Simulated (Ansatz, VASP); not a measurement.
**TiO2: VASP beside Ansatz**

File POSCAR:

```
TiO2
1.0
   -1.8996082674      1.8996082674      4.8485069703
    1.8996082674     -1.8996082674      4.8485069703
    1.8996082674      1.8996082674     -4.8485069703
Ti O
2 4
Direct
    0.0000000000      0.0000000000      0.0000000000
    0.7500000000      0.2500000000      0.5000000000
    0.2064947456      0.2064947456      0.0000000000
    0.9564947456      0.4564947456      0.5000000000
    0.5435052544      0.0435052544      0.5000000000
    0.7935052544      0.7935052544      0.0000000000
```

INCAR.step1

```
SYSTEM = TiO2
ALGO = Normal
EDIFF = 1E-5
ENCUT = 660
GGA = PE
GGA_COMPAT = .FALSE.
ISMEAR = 0
ISPIN = 2
KPAR = 4
LASPH = .TRUE.
LCHARG = .FALSE.
LMAXMIX = 4
LREAL = .FALSE.
LWAVE = .TRUE.
MAGMOM = 1 1 0 0 0 0
NBANDS = 37
NELM = 200
PREC = Accurate
SIGMA = 0.02
```

File INCAR.step2:

```
SYSTEM = TiO2
ALGO = Normal
EDIFF = 1E-6
ENCUT = 660
GGA_COMPAT = .FALSE.
ISIF = 2
ISMEAR = 0
ISPIN = 2
ISTART = 1
KPAR = 4
LASPH = .TRUE.
LCHARG = .FALSE.
LMAXMIX = 4
LMIXTAU = .TRUE.
LORBIT = 11
LREAL = .FALSE.
LWAVE = .FALSE.
MAGMOM = 1 1 0 0 0 0
METAGGA = R2SCAN
NBANDS = 37
NELM = 200
PREC = Accurate
SIGMA = 0.02
```

The input KPOINTS:

```
k-points
0
G
  10 10 10
  0 0 0
```

Input for Ansatz:

```yaml
crystal:
  lattice:
    - [-1.8996082674, 1.8996082674, 4.8485069703]
    - [1.8996082674, -1.8996082674, 4.8485069703]
    - [1.8996082674, 1.8996082674, -4.8485069703]
  atoms:
    - { symbol: Ti, position: [0.0, 0.0, 0.0], spin: 1.0 }
    - { symbol: Ti, position: [0.75, 0.25, 0.5], spin: 1.0 }
    - { symbol: O, position: [0.2064947456, 0.2064947456, 0.0] }
    - { symbol: O, position: [0.9564947456, 0.4564947456, 0.5] }
    - { symbol: O, position: [0.5435052544, 0.0435052544, 0.5] }
    - { symbol: O, position: [0.7935052544, 0.7935052544, 0.0] }
basis:
  ecutwfc: 500
kpoints:
  mp_grid: { grid: [10, 10, 10] }
  band_path:
    path:
      - [[0.0, 0.0, 0.0], [0.0, 0.0, 0.5], [0.25, 0.25, 0.25], [0.0, 0.5, 0.0], [0.0, 0.0, 0.0], [0.5, 0.5, -0.5], [0.28837532, 0.71162468, -0.28837532]]
      - [[-0.28837532, 0.28837532, 0.28837532], [0.0, 0.0, 0.0]]
      - [[0.0, 0.0, 0.5], [-0.07675065, 0.07675065, 0.5]]
      - [[0.5, 0.5, -0.07675065], [0.5, 0.5, -0.5]]
    npoints: 14
hamiltonian:
  xc: r2scan
scf:
  occupations: { method: gaussian, width: 0.02 }
  n_extra_bands: 15
output:
  forces: true
  stress: true
  eigenvalues: true
  populations: true
  dos: { projected: true, de: 0.02, nscf_kmesh: { grid: [15, 15, 15] } }
  bader: true
  write_density: true
  write_potential: true
  elf: true
  volumetric_format: npy
magnetization:
  spin_polarized: true
```

Alike in both runs: task single point; functional r2SCAN; k mesh 10 × 10 × 10; occupations gaussian, width 0.02 eV; collinear spin.

|  | VASP | Ansatz |
| --- | --- | --- |
| version | VASP 6.6.1 | Ansatz 0.2.0 |
| potentials or method | VASP PAW PBE potentials, release 64 (Ti_sv, O), cutoff 660 eV | scalar-relativistic, plane waves, PAW |
| valence electrons in the cell | 48 | 48 |

VASP gave:

| Item | Value |
| --- | --- |
| gap on the k mesh at the Fermi level (eV) | 2.53 |
| least direct gap on the mesh (eV) | 2.85 |
| pressure (GPa) | -3.8 |
| traceless stress, the component that is largest in VASP (GPa) | -0.42 |
| rms of the force components (eV/Å) | 0.030 |
| net moment per atom (μB) | 0.00 |

Problem. Estimate Ansatz's values.

Solution. gap on the k mesh at the Fermi level (eV): 2.51; least direct gap on the mesh (eV): 2.82; pressure (GPa): -4.6; traceless stress, the component that is largest in VASP (GPa): -0.29; rms of the force components (eV/Å): 0.041; net moment per atom (μB): 0.00.

VASP's potentials were made for PBE, not for r2SCAN. Atom by atom the forces differ by 0.011 eV/Å (rms over components). Ansatz's warnings: seeded moment not kept, stability check not made.
